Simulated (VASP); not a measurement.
Set up this calculation in VASP 6.6.1, as the native input.

| Property | Result |
| --- | --- |
| Task | single point |
| Functional | PBEsol |
| Potentials or basis | VASP PAW PBE potentials, release 64 (Pt) |
| Cutoff | 520 eV |
| k mesh | 22 × 22 × 22 |
| Occupations | gaussian, width 0.15 eV |
| Spin | no spin polarisation |
| Dipole correction | no |
| Further INCAR settings | ALGO = Fast; EDIFF = 1e-06; NBANDS = 11 |

The structure of Pt lies in POSCAR:

```
Pt
1.0
   -1.5842200000      1.5842200000      1.5208512000
    1.5842200000     -1.5842200000      1.5208512000
    1.5842200000      1.5842200000     -1.5208512000
Pt
1
Direct
    0.0000000000      0.0000000000      0.0000000000
```

This cell differs from its parent crystal: strain -0.0400 x Voigt [0, 0, 1, 0, 0, 0].

These files were run (other wordings do the same):

INCAR

```
SYSTEM = Pt
PREC = Accurate ; ENCUT = 520
EDIFF = 1E-6 ; ISMEAR = 0
SIGMA = 0.15 ; LREAL = .False.
LASPH = .True. ; NELM = 60
ALGO = Fast ; ISIF = 2
LWAVE = .False. ; LCHARG = .True.
GGA = PS ; LELF = .True.
LVHAR = .True. ; NBANDS = 11
```

KPOINTS

```
regular mesh
0
Gamma
  22 22 22
  0 0 0
```

Potentials or basis: VASP PAW PBE potentials, release 64 (Pt).

Launch:

```console
$ cat potpaw_PBE.64/Pt/POTCAR > POTCAR
$ mpirun -np 1 vasp_std > vasp.out
```

Results of the run:

The pressure is -1.5 GPa and the band gap on the k mesh is zero (band 5 reaches 11.74 eV, above the bottom of band 6 at 9.47 eV).

Caveat: the cell differs from its parent crystal (strain -0.0400 x Voigt [0, 0, 1, 0, 0, 0]); the PAW data sets were made with another functional, which shifts forces and pressure a little; spin-orbit coupling is left out, which moves the levels of the heavy elements.

Run time: 46 s on 1 thread of Intel(R) Xeon(R) 6975P-C (Granite Rapids) (shared host), peak memory 0.24 GiB.
